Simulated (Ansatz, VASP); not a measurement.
## SiC: VASP beside Ansatz

INCAR

```
  PREC = Accurate
  ENCUT = 600
  EDIFF = 1E-6
  ISMEAR = -1
  SIGMA = 0.05
  LREAL = F
  LASPH = T
  NELM = 60
  ALGO = Normal
  ISIF = 3
  LWAVE = F
  LCHARG = F
  GGA = RP
  IBRION = 2
  NSW = 60
  EDIFFG = -0.01
```

The input KPOINTS:

```
Automatic mesh
0
Gamma
  10 10 2
```

POSCAR

```
SiC
1.0
    3.0950000000      0.0000000000      0.0000000000
   -1.5475000000      2.6803486247      0.0000000000
    0.0000000000      0.0000000000     15.1700000000
Si C
6 6
Direct
    0.6666666667      0.3333333333      0.4583000000
    0.3333333333      0.6666666667      0.9583000000
    0.6666666667      0.3333333333      0.7917000000
    0.3333333333      0.6666666667      0.2917000000
    0.0000000000      0.0000000000      0.6250000000
    0.0000000000      0.0000000000      0.1250000000
    0.6666666667      0.3333333333      0.3333000000
    0.3333333333      0.6666666667      0.8333000000
    0.6666666667      0.3333333333      0.6667000000
    0.3333333333      0.6666666667      0.1667000000
    0.0000000000      0.0000000000      0.5000000000
    0.0000000000      0.0000000000      0.0000000000
```

File input.yaml:

```yaml
crystal:
  lattice:
    - [3.095, 0.0, 0.0]
    - [-1.5475, 2.6803486247, 0.0]
    - [0.0, 0.0, 15.17]
  atoms:
    - { symbol: Si, position: [0.6666666667, 0.3333333333, 0.4583] }
    - { symbol: Si, position: [0.3333333333, 0.6666666667, 0.9583] }
    - { symbol: Si, position: [0.6666666667, 0.3333333333, 0.7917] }
    - { symbol: Si, position: [0.3333333333, 0.6666666667, 0.2917] }
    - { symbol: Si, position: [0.0, 0.0, 0.625] }
    - { symbol: Si, position: [0.0, 0.0, 0.125] }
    - { symbol: C, position: [0.6666666667, 0.3333333333, 0.3333] }
    - { symbol: C, position: [0.3333333333, 0.6666666667, 0.8333] }
    - { symbol: C, position: [0.6666666667, 0.3333333333, 0.6667] }
    - { symbol: C, position: [0.3333333333, 0.6666666667, 0.1667] }
    - { symbol: C, position: [0.0, 0.0, 0.5] }
    - { symbol: C, position: [0.0, 0.0, 0.0] }
hamiltonian:
  xc: rpbe
  pseudopotentials: { kind: paw }
kpoints:
  mp_grid: { grid: [10, 10, 2] }
scf:
  occupations: { method: fermi_dirac, width: 0.05 }
output:
  forces: true
  stress: true
relax:
  f_tol: 0.01
  max_steps: 40
  cell: { stress_tol: 0.05 }
```

Alike in both runs: task relaxation of cell and atoms; functional RPBE; k mesh 10 × 10 × 2; occupations fermi-dirac, width 0.05 eV; no spin polarisation.

|  | VASP | Ansatz |
| --- | --- | --- |
| version | VASP 6.6.1 | Ansatz 0.2.0 |
| potentials or method | VASP PAW PBE potentials, release 64 (Si, C) | Ansatz PAW |
| plane-wave cutoff (eV) | 600 | 420 |
| valence electrons in the cell | 48 | 48 |

Ansatz gave:

```
relaxed volume (Å³/atom)                                                      : 10.66
relaxed length of the cell vector where the two differ most in proportion (Å) : 3.110
```

What did VASP give for the same quantities?

Relaxed volume (Å³/atom): 10.62; relaxed length of the cell vector where the two differ most in proportion (Å): 3.107.

VASP's potentials were made for PBE, not for RPBE.

Noted on Ansatz's run: the plane-wave basis is chosen anew once the cell has moved, so the energies of steps on either side of that aren't comparable.
